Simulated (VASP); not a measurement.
# CuI (Marshite) (F-43m) in VASP: a series of runs, part 2 of 2

VASP 6.6.1. Earlier steps stand in the parts before.

## 4. Single point, LDA

This run uses another cell than the first one, of 25.18 Å³/atom, 1.062 times its volume.

Input file INCAR:

```
PREC = Accurate
ENCUT = 520
EDIFF = 1E-7
ISMEAR = 0
SIGMA = 0.01
LREAL = F
LASPH = T
NELM = 80
ALGO = Normal
ISIF = 2
LWAVE = F
LCHARG = T
LELF = T
LVHAR = T
NBANDS = 16
```

Input file KPOINTS:

```
Automatic mesh
0
Gamma
  6 6 6
```

Input file POSCAR:

```
CuI
1.0
    2.9309887319      2.9309887319      0.0000000000
   -2.9309887319      2.9309887319      0.0000000000
    0.0000000000      2.9309887319      2.9309887319
Cu I
1 1
Direct
    0.7500000000      0.2500000000      0.5000000000
    0.0000000000      0.0000000000      0.0000000000
```

Potentials or basis: VASP PAW LDA potentials, release 64 (Cu, I).

Run with:

```
> cat potpaw_LDA.64/Cu/POTCAR potpaw_LDA.64/I/POTCAR > POTCAR
> mpirun -np 1 vasp_std > vasp.out
```

OUTCAR:

```text
PREC = Accurate
   ENCUT = 520
   EDIFF = 1E-7
   ISMEAR = 0
   LREAL = F
   LASPH = T
   NELM = 80
   ISIF = 2

 ion  position               nearest neighbor table
   1  0.750  0.250  0.500-   2 2.54   2 2.54   2 2.54   2 2.54
   2  0.000  0.000  0.000-   1 2.54   1 2.54   1 2.54   1 2.54

  LATTYP: Found a face centered cubic cell.
 ALAT       =     5.8619774638

  Lattice vectors:

 A1 = (   0.0000000000,   2.9309887319,   2.9309887319)
 A2 = (   2.9309887319,   0.0000000000,   2.9309887319)
 A3 = (   2.9309887319,   2.9309887319,   0.0000000000)

Analysis of symmetry for initial positions (statically):
=====================================================================
 Subroutine PRICEL returns:
 Original cell was already a primitive cell.

 Routine SETGRP: Setting up the symmetry group for a
 face centered cubic supercell.

 Subroutine GETGRP returns: Found 24 space group operations
 (whereof 24 operations were pure point group operations)
 out of a pool of 48 trial point group operations.

The static configuration has the point symmetry T_d .

Analysis of symmetry for dynamics (positions and initial velocities):
=====================================================================
 Subroutine PRICEL returns:
 Original cell was already a primitive cell.

 Routine SETGRP: Setting up the symmetry group for a
 face centered cubic supercell.

 Subroutine GETGRP returns: Found 24 space group operations
 (whereof 24 operations were pure point group operations)
 out of a pool of 48 trial point group operations.

The dynamic configuration has the point symmetry T_d .

 Subroutine INISYM returns: Found 24 space group operations
 (whereof 24 operations are pure point group operations),
 and found     1 'primitive' translations

----------------------------------------------------------------------------------------

                                     Primitive cell

  volume of cell :      50.3585

  direct lattice vectors                    reciprocal lattice vectors
     2.930988732  2.930988732  0.000000000     0.170590898  0.170590898 -0.170590898
    -2.930988732  2.930988732  0.000000000    -0.170590898  0.170590898 -0.170590898
     0.000000000  2.930988732  2.930988732     0.000000000  0.000000000  0.341181796

  length of vectors
     4.145044016  4.145044016  4.145044016     0.295472103  0.295472103  0.341181796

  position of ions in fractional coordinates (direct lattice)
     0.750000000  0.250000000  0.500000000
     0.000000000  0.000000000  0.000000000

  ion indices of the primitive-cell ions
   primitive index   ion index
                 1           1
                 2           2

----------------------------------------------------------------------------------------

 KPOINTS: Automatic mesh

Automatic generation of k-mesh.
 Grid dimensions read from file:
 generate k-points for:    6    6    6

 Generating k-lattice:

  Cartesian coordinates                     Fractional coordinates (reciprocal lattice)
     0.028431816  0.028431816 -0.028431816     0.166666667  0.000000000  0.000000000
    -0.028431816  0.028431816 -0.028431816     0.000000000  0.166666667  0.000000000
     0.000000000  0.000000000  0.056863633     0.000000000  0.000000000  0.166666667

  Length of vectors
     0.049245350  0.049245350  0.056863633

  Shift w.r.t. Gamma in fractional coordinates (k-lattice)
     0.000000000  0.000000000  0.000000000

 Subroutine IBZKPT returns following result:
 ===========================================

 Found     16 irreducible k-points:

 Following reciprocal coordinates:
            Coordinates               Weight
  0.000000  0.000000  0.000000      1.000000
  0.166667  0.000000  0.000000      8.000000
  0.333333  0.000000  0.000000      8.000000
  0.500000  0.000000  0.000000      4.000000
  0.166667  0.166667  0.000000     12.000000
  0.333333  0.166667  0.000000     24.000000
[... 8 lines left out ...]
  0.500000  0.333333  0.166667     24.000000
  0.500000  0.500000  0.166667     12.000000
   k-points           NKPTS =     16   k-points in BZ     NKDIM =     16   number of bands    NBANDS=     16
   number of dos      NEDOS =    301   number of ions     NIONS =      2
   total plane-waves  NPLWV =  32768
   dimension x,y,z NGX =    32 NGY =   32 NGZ =   32
   dimension x,y,z NGXF=    64 NGYF=   64 NGZF=   64
   ions per type =               1   1
   NGX,Y,Z   is equivalent  to a cutoff of  12.83, 12.83, 12.83 a.u.
   NGXF,Y,Z  is equivalent  to a cutoff of  25.67, 25.67, 25.67 a.u.
 SYSTEM =  unknown system
   PREC   = accura    normal or accurate (medium, high low for compatibility)
   ISTART =      0    job   : 0-new  1-cont  2-samecut
   ICHARG =      2    charge: 1-file 2-atom 10-const
   ISPIN  =      1    spin polarized calculation?
   LNONCOLLINEAR =      F non collinear calculations
   LSORBIT =      F    spin-orbit coupling
   LASPH  =      T    aspherical Exc in radial PAW
   ENCUT  =  520.0 eV  38.22 Ry    6.18 a.u.   7.71  7.71  7.71*2*pi/ulx,y,z
   NELM   =     80;   NELMIN=  2; NELMDL= -5     # of ELM steps
   EDIFF  = 0.1E-06   stopping-criterion for ELM
   LREAL  =      F    real-space projection
   EDIFFG = 0.1E-05   stopping-criterion for IOM
   NSW    =      0    number of steps for IOM
   IBRION =     -1    ionic relax: 0-MD 1-quasi-New 2-CG
   NFREE  =      0    steps in history (QN), initial steepest desc. (CG)
   ISIF   =      2    stress and relaxation
   ISYM   =      2    0-nonsym 1-usesym 2-fastsym
   POTIM  = 0.5000    time-step for ionic-motion
   TEBEG  =    0.0;   TEEND  =   0.0 temperature during run
   PSTRESS=    0.0 pullay stress
   NELECT =      18.0000    total number of electrons
   NUPDOWN=      -1.0000    fix difference up-down
   EMIN   =  10.00;   EMAX   =-10.00  energy-range for DOS
   EFERMI =   0.00;   METHOD = LEGACY
   ISMEAR =     0;   SIGMA  =   0.01  broadening in eV -4-tet -1-fermi 0-gaus
   EFERMI_NEDOS =   21; number of points for ismear=-14 and -15
   IALGO  =     38    algorithm
   IMIX   =      4    mixing-type and parameters
     AMIX     =   0.40;   BMIX     =  1.00
     AMIX_MAG =   1.60;   BMIX_MAG =  1.00
  volume/ion in A,a.u.               =      25.18       169.92
  Fermi-wavevector in a.u.,A,eV,Ry     =   1.161827  2.195535 18.365720  1.349842
  Thomas-Fermi vector in A             =   2.298395
   LORBIT       =      0    0 simple, 1 ext, 2 COOP (PROOUT), +10 PAW based schemes
   GGA     = CA    functional components
   LHFCALC =     F    Hartree Fock is set to
   AEXX    =    0.0000 exact exchange contribution
   IVDW    =     0    specifies the selected vdW correction
   LEPSILON=     F    determine dielectric tensor
   LRPA    =     F    only Hartree local field effects (RPA)
 non-spin polarized calculation
 Gauss-broadening in eV      SIGMA  =   0.01
  energy-cutoff  :      520.00
  volume of cell :       50.36
 maximum number of plane-waves:      1380
   NGX = 15   NGY = 15   NGZ = 15

 number of electron      17.9999989 magnetization

 Free energy of the ion-electron system (eV)
  ---------------------------------------------------
  ext. energy  EPLUGINS =         0.00000000
  ---------------------------------------------------
  free energy    TOTEN  =        -6.99285152 eV

  energy without entropy =       -6.99285152  energy(sigma->0) =       -6.99285152

 E-fermi :   5.4017     XC(G=0):  -9.7645

 val. band max:        5.3441889059   @ k =   0.0000   0.0000   0.0000
 cond. band min:       6.6282723568   @ k =   0.0000   0.0000   0.0000
 fundamental gap:      1.2840834509
 Fermi energy:         5.4017225503

 k-point     1 :       0.0000    0.0000    0.0000
  band No.  band energies     occupation
      1      -9.2184      2.00000
      2       1.2112      2.00000
      3       1.2112      2.00000
      4       1.2112      2.00000
      5       2.9634      2.00000
      6       2.9634      2.00000
[... 8 lines left out ...]
     15      15.2024      0.00000
     16      15.2024      0.00000
[... 267 lines left out ...]
 k-point    16 :       0.5000    0.5000    0.1667
  band No.  band energies     occupation
      1      -8.2519      2.00000
      2      -0.5086      2.00000
      3       0.5740      2.00000
      4       1.1209      2.00000
      5       2.8898      2.00000
      6       2.9121      2.00000
[... 8 lines left out ...]
     15      17.3685      0.00000
     16      17.7707      0.00000

------------------------ aborting loop because EDIFF is reached ----------------------------------------

  FORCE on cell =-STRESS in cart. coord.  units (eV):
  Direction    XX          YY          ZZ          XY          YZ          ZX
  --------------------------------------------------------------------------------------
  -------------------------------------------------------------------------------------
  Total        0.0418888      0.0418888      0.0418888      0.0000000      0.0000000      0.0000000
  in kB        1.3327108      1.3327108      1.3327108      0.0000000      0.0000000      0.0000000
  external PRESSURE =       1.3327108 kB  Pullay stress =       0.0000000 kB

 VOLUME and BASIS-vectors are now :
 -----------------------------------------------------------------------------
  energy-cutoff  :      520.00
  volume of cell :       50.36
      direct lattice vectors                 reciprocal lattice vectors
     2.930988732  2.930988732  0.000000000     0.170590898  0.170590898 -0.170590898
    -2.930988732  2.930988732  0.000000000    -0.170590898  0.170590898 -0.170590898
     0.000000000  2.930988732  2.930988732     0.000000000  0.000000000  0.341181796

 POSITION                                       TOTAL-FORCE (eV/Angst)
 -----------------------------------------------------------------------------------
      1.46549      4.39648      1.46549         0.000000      0.000000     -0.000000
      0.00000      0.00000      0.00000        -0.000000     -0.000000      0.000000
 -----------------------------------------------------------------------------------
    total drift:                                0.000000     -0.000000     -0.000000

  FREE ENERGIE OF THE ION-ELECTRON SYSTEM (eV)
  ---------------------------------------------------
  free  energy   TOTEN  =        -6.9928515154 eV

  energy  without entropy=       -6.9928515154  energy(sigma->0) =       -6.99285152
```

OSZICAR:

```text
N       E                     dE             d eps       ncg     rms          rms(c)
DAV:   1     0.910132358507E+02    0.91013E+02   -0.75867E+03   512   0.124E+03
DAV:   2    -0.164998409890E+01   -0.92663E+02   -0.84354E+02   536   0.234E+02
DAV:   3    -0.716851328873E+01   -0.55185E+01   -0.54303E+01   696   0.603E+01
DAV:   4    -0.731994986234E+01   -0.15144E+00   -0.15138E+00   608   0.931E+00
DAV:   5    -0.732589531718E+01   -0.59455E-02   -0.59453E-02   824   0.194E+00    0.639E+00
DAV:   6    -0.721799421131E+01    0.10790E+00   -0.37535E+00   528   0.563E+01    0.403E+00
DAV:   7    -0.700048929763E+01    0.21750E+00   -0.91146E-01   576   0.342E+01    0.199E+00
DAV:   8    -0.699681355418E+01    0.36757E-02   -0.49928E-02   832   0.347E+00    0.526E-01
DAV:   9    -0.699299186670E+01    0.38217E-02   -0.10026E-02   640   0.312E+00    0.262E-01
DAV:  10    -0.699301476435E+01   -0.22898E-04   -0.61804E-04   656   0.165E-01    0.176E-01
DAV:  11    -0.699285014178E+01    0.16462E-03   -0.79079E-04   696   0.975E-01    0.307E-02
DAV:  12    -0.699285381676E+01   -0.36750E-05   -0.93676E-05   752   0.116E-01    0.417E-02
DAV:  13    -0.699285243758E+01    0.13792E-05   -0.37354E-06   808   0.161E-02    0.126E-02
DAV:  14    -0.699285160485E+01    0.83273E-06   -0.12002E-06   704   0.357E-02    0.558E-03
DAV:  15    -0.699285151541E+01    0.89435E-07   -0.79589E-07   800   0.231E-02
   1 F= -.69928515E+01 E0= -.69928515E+01  d E =-.329865E-18
```

Wall time 14 s (1 thread of Intel Xeon 6975P-C (Granite Rapids), shared host); peak memory 0.15 GiB.

Results:

```yaml
Free_energy: -6.9929 eV
Pressure: 0.1 GPa
Band_gap_on_the_k_mesh: 1.28 eV, direct
```

Levels at points of the mesh, in eV from the valence-band top:
| k point | band 7 | band 8 | band 9 | band 10 | band 11 | band 12 |
| --- | --- | --- | --- | --- | --- | --- |
| (0.00, 0.00, 0.00) | 0.00 | 0.00 | 0.00 | 1.28 | 4.75 | 4.75 |
| (0.50, 0.00, 0.00) | -2.30 | -0.90 | -0.90 | 2.15 | 5.32 | 5.32 |
| (0.50, 0.50, 0.00) | -2.28 | -1.93 | -1.93 | 2.41 | 2.77 | 9.78 |

Caveat: spin-orbit coupling is left out, which moves the levels of the heavy elements. As with any semilocal functional, this LDA gap is likely too small.
